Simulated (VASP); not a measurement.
# HC8 in VASP: a series of runs, part 2 of 2

VASP 6.6.1. Earlier steps stand in the parts before.

## (3) Single point, PBE+D3(BJ), collinear spin

The input, INCAR:

```
SYSTEM = HC8
PREC = Accurate ; ENCUT = 520
EDIFF = 1E-7 ; ISMEAR = 0
SIGMA = 0.1 ; LREAL = .FALSE.
LASPH = .TRUE. ; NELM = 150
ALGO = Normal ; ISIF = 2
LWAVE = .FALSE. ; LCHARG = .FALSE.
ISPIN = 2 ; MAGMOM = 0 0 0 0 0 0 0 0 1
LORBIT = 11 ; LDIPOL = .TRUE.
IDIPOL = 3 ; DIPOL = 0.5 0.5 0.249
GGA = PE ; IVDW = 12
NBANDS = 30
```

The input, KPOINTS:

```
regular mesh
0
G
  6 6 1
  0 0 0
```

The input, POSCAR:

```
HC8
1.0
    4.9313048824     -0.0000000001      0.0000000000
   -2.4656524412      4.2706353020      0.0000000000
    0.0000000000      0.0000000000     17.0000331944
C H
8 1
Direct
    0.3333333333      0.1666666667      0.2352956108
    0.3333333333      0.6666666667      0.2352956108
    0.8333333333      0.1666666667      0.2352956108
    0.8333333333      0.6666666667      0.2352956108
    0.1666666667      0.3333333333      0.2352936582
    0.1666666667      0.8333333333      0.2352936582
    0.6666666667      0.3333333333      0.2352936582
    0.6666666667      0.8333333333      0.2352936582
    0.5000000000      0.1666666667      0.3605894838
```

Potentials or basis: VASP PAW PBE potentials, release 64 (C, H).

Run with:

```bash
cat potpaw_PBE.64/C/POTCAR potpaw_PBE.64/H/POTCAR > POTCAR
mpirun -np 1 vasp_std > vasp.out
```

OUTCAR:

```text
SYSTEM = HC8
   PREC = Accurate
   ENCUT = 520
   EDIFF = 1E-7
   ISMEAR = 0
   LREAL = .FALSE.
   LASPH = .TRUE.
   NELM = 150
   ISIF = 2
   ISPIN = 2
   LORBIT = 11
   GGA = PE
   IVDW = 12
 IVDW          = 12

 ion  position               nearest neighbor table
   1  0.333  0.167  0.235-   5 1.42   7 1.42   6 1.42
   2  0.333  0.667  0.235-   6 1.42   8 1.42   5 1.42
   3  0.833  0.167  0.235-   7 1.42   5 1.42   8 1.42
   4  0.833  0.667  0.235-   8 1.42   6 1.42   7 1.42
   5  0.167  0.333  0.235-   1 1.42   3 1.42   2 1.42
   6  0.167  0.833  0.235-   2 1.42   4 1.42   1 1.42
   7  0.667  0.333  0.235-   3 1.42   1 1.42   4 1.42
   8  0.667  0.833  0.235-   4 1.42   2 1.42   3 1.42
   9  0.500  0.167  0.361-

  LATTYP: Found a hexagonal cell.
 ALAT       =     4.9313048824
 C/A-ratio  =     3.4473701383

  Lattice vectors:

 A1 = (   4.9313048824,  -0.0000000001,   0.0000000000)
 A2 = (  -2.4656524412,   4.2706353020,   0.0000000000)
 A3 = (   0.0000000000,   0.0000000000,  17.0000331944)

Analysis of symmetry for initial positions (statically):
=====================================================================
 Subroutine PRICEL returns:
 Original cell was already a primitive cell.

 Routine SETGRP: Setting up the symmetry group for a
 hexagonal supercell.

 Subroutine GETGRP returns: Found  2 space group operations
 (whereof  1 operations were pure point group operations)
 out of a pool of 24 trial point group operations.

The static configuration has the point symmetry C_1 .
 The point group associated with its full space group is C_1h.

Analysis of symmetry for dynamics (positions and initial velocities):
=====================================================================
 Subroutine PRICEL returns:
 Original cell was already a primitive cell.

 Routine SETGRP: Setting up the symmetry group for a
 hexagonal supercell.

 Subroutine GETGRP returns: Found  2 space group operations
 (whereof  1 operations were pure point group operations)
 out of a pool of 24 trial point group operations.

The dynamic configuration has the point symmetry C_1 .
 The point group associated with its full space group is C_1h.

Analysis of structural, dynamic, and magnetic symmetry:
=====================================================================
 Subroutine PRICEL returns:
 Original cell was already a primitive cell.

 Routine SETGRP: Setting up the symmetry group for a
 hexagonal supercell.

 Subroutine GETGRP returns: Found  2 space group operations
 (whereof  1 operations were pure point group operations)
 out of a pool of 24 trial point group operations.

The overall configuration has the point symmetry C_1 .
 The point group associated with its full space group is C_1h.

 Subroutine INISYM returns: Found  2 space group operations
 (whereof  1 operations are pure point group operations),
 and found     1 'primitive' translations

----------------------------------------------------------------------------------------

                                     Primitive cell

  volume of cell :     358.0174

  direct lattice vectors                    reciprocal lattice vectors
     4.931304882 -0.000000000  0.000000000     0.202786083  0.117078599  0.000000000
[... 110 lines left out ...]
  Fermi-wavevector in a.u.,A,eV,Ry     =   0.739511  1.397474  7.440711  0.546877
  Thomas-Fermi vector in A             =   1.833692
   LORBIT       =     11    0 simple, 1 ext, 2 COOP (PROOUT), +10 PAW based schemes
   GGA     = PE    functional components
   LHFCALC =     F    Hartree Fock is set to
   AEXX    =    0.0000 exact exchange contribution
   IVDW    =    12    specifies the selected vdW correction
   LEPSILON=     F    determine dielectric tensor
   LRPA    =     F    only Hartree local field effects (RPA)
 spin polarized calculation
 Gauss-broadening in eV      SIGMA  =   0.10
  energy-cutoff  :      520.00
  volume of cell :      358.02
 maximum number of plane-waves:      9678
 NGX is ok and might be reduce to    40
   NGX = 19   NGY = 19   NGZ = 63

 dipolmoment           0.000000      0.000000     -0.006184 electrons x Angstroem

 number of electron      32.9999997 magnetization       0.9669235

 dipolmoment           0.000000      0.000000      0.059458 electrons x Angstroem

 Free energy of the ion-electron system (eV)
  ---------------------------------------------------
  ext. energy  EPLUGINS =         0.00000000
  ---------------------------------------------------
  free energy    TOTEN  =       -74.74957044 eV

  energy without entropy =      -74.74473584  energy(sigma->0) =      -74.74715314

 E-fermi :  -2.6454     XC(G=0):  -2.7471

 val. band max:       -2.6615225039   @ k =   0.3333   0.3333   0.0000
 cond. band min:      -2.6397774952   @ k =   0.3333   0.3333   0.0000
 fundamental gap:      0.0217450088
 Fermi energy:        -2.6454004702

 spin component 1

 k-point     1 :       0.0000    0.0000    0.0000
  band No.  band energies     occupation
      1     -22.1746      1.00000
      2     -16.9523      1.00000
      3     -16.9295      1.00000
      4     -16.9111      1.00000
      5     -15.8976      1.00000
      6     -15.8851      1.00000
[... 392 lines left out ...]
     27       4.3605      0.00000
     28       4.8032      0.00000
 Fermi energy:        -2.6454004702

 spin component 2

 k-point     1 :       0.0000    0.0000    0.0000
  band No.  band energies     occupation
      1     -22.1650      1.00000
      2     -16.9399      1.00000
      3     -16.9174      1.00000
      4     -16.9057      1.00000
      5     -15.8889      1.00000
      6     -15.8780      1.00000
[... 392 lines left out ...]
     27       4.8854      0.00000
     28       4.9141      0.00000
 [bands above 28 left out]

------------------------ aborting loop because EDIFF is reached ----------------------------------------

 vacuum level on the upper side and lower side of the slab       (xc-potential included)         0.183        -0.301

 Edisp (eV)   -0.79160

 E8    (eV) :    -0.2418

  FORCE on cell =-STRESS in cart. coord.  units (eV):
  Direction    XX          YY          ZZ          XY          YZ          ZX
  --------------------------------------------------------------------------------------
  -------------------------------------------------------------------------------------
  Total       0.41304     0.26507     0.74103     0.12815    -0.03788     0.02187
  in kB       1.84842     1.18622     3.31619     0.57348    -0.16954     0.09788
  external pressure =        2.12 kB  Pullay stress =        0.00 kB

 VOLUME and BASIS-vectors are now :
 -----------------------------------------------------------------------------
  energy-cutoff  :      520.00
  volume of cell :      358.02
      direct lattice vectors                 reciprocal lattice vectors
     4.931304882 -0.000000000  0.000000000     0.202786083  0.117078599  0.000000000
    -2.465652441  4.270635302  0.000000000     0.000000000  0.234157199  0.000000000
     0.000000000  0.000000000 17.000033194     0.000000000  0.000000000  0.058823415

 POSITION                                       TOTAL-FORCE (eV/Angst)
 -----------------------------------------------------------------------------------
      1.23283      0.71177      4.00003        -0.150225     -0.037803     -0.096501
     -0.00000      2.84709      4.00003        -0.012320      0.009599      0.020677
      3.69848      0.71177      4.00003         0.072809     -0.018719     -0.075718
      2.46565      2.84709      4.00003         0.019781      0.018263     -0.035426
      0.00000      1.42355      4.00000        -0.025707     -0.007999     -0.035426
     -1.23283      3.55886      4.00000        -0.020193     -0.072414     -0.075718
      2.46565      1.42355      4.00000         0.107851      0.111197     -0.096501
      1.23283      3.55886      4.00000        -0.002153      0.015469      0.020677
      2.05471      0.71177      6.13003         0.010158     -0.017593      0.373934
 -----------------------------------------------------------------------------------
    total drift:                                0.000006      0.000045     -0.000759

  FREE ENERGIE OF THE ION-ELECTRON SYSTEM (eV)
  ---------------------------------------------------
  free  energy   TOTEN  =       -75.5411741942 eV

  energy  without entropy=      -75.5363395975  energy(sigma->0) =      -75.53875690

 vacuum level on the upper side and lower side of the slab         2.079         1.573

 total charge

# of ion       s       p       d       tot
------------------------------------------
    1        0.864   1.784   0.000   2.648
    2        0.863   1.786   0.000   2.649
    3        0.863   1.786   0.000   2.649
    4        0.863   1.787   0.000   2.650
    5        0.863   1.787   0.000   2.650
    6        0.863   1.786   0.000   2.649
    7        0.864   1.784   0.000   2.648
    8        0.863   1.786   0.000   2.649
    9        0.392   0.002   0.000   0.393
--------------------------------------------------
tot          7.297  14.287   0.000  21.585

 magnetization (x)

# of ion       s       p       d       tot
------------------------------------------
    1        0.002   0.007   0.000   0.009
    2        0.000  -0.000   0.000  -0.000
    3        0.001   0.004   0.000   0.004
    4        0.000   0.002   0.000   0.002
    5        0.000   0.002   0.000   0.002
    6        0.001   0.004   0.000   0.004
    7        0.002   0.007   0.000   0.009
    8        0.000  -0.000   0.000  -0.000
    9        0.367   0.000   0.000   0.368
--------------------------------------------------
tot          0.374   0.025   0.000   0.398
```

Wall time 10 min (1 thread of Intel Xeon 6975P-C (Granite Rapids), shared host); peak memory 0.71 GiB.

What came out:

```yaml
Free_energy: -75.5412 eV
Largest_force: 0.374 eV/Å
Band_gap_on_the_k_mesh: 0.02 eV
Net_moment: 0.97 μB per cell
Site_moments: C +0.01, -0.00, +0.00 (each value once); H +0.37 μB
Valence_electrons_inside_the_program's_atomic_spheres: C 2.65; H 0.39
Dispersion_energy_per_atom: -0.088 eV
```

Forces in eV/Å, atoms in the order of the input:
```
C   -0.150 -0.038 -0.097
C   -0.012  0.010  0.021
C    0.073 -0.019 -0.076
C    0.020  0.018 -0.035
C   -0.026 -0.008 -0.035
C   -0.020 -0.072 -0.076
C    0.108  0.111 -0.097
C   -0.002  0.015  0.021
H    0.010 -0.018  0.374
```

Caveat: a moment this small can come from the mesh or the smearing.

The gap in the log of VASP goes by the Fermi energy; the results here count the filled bands.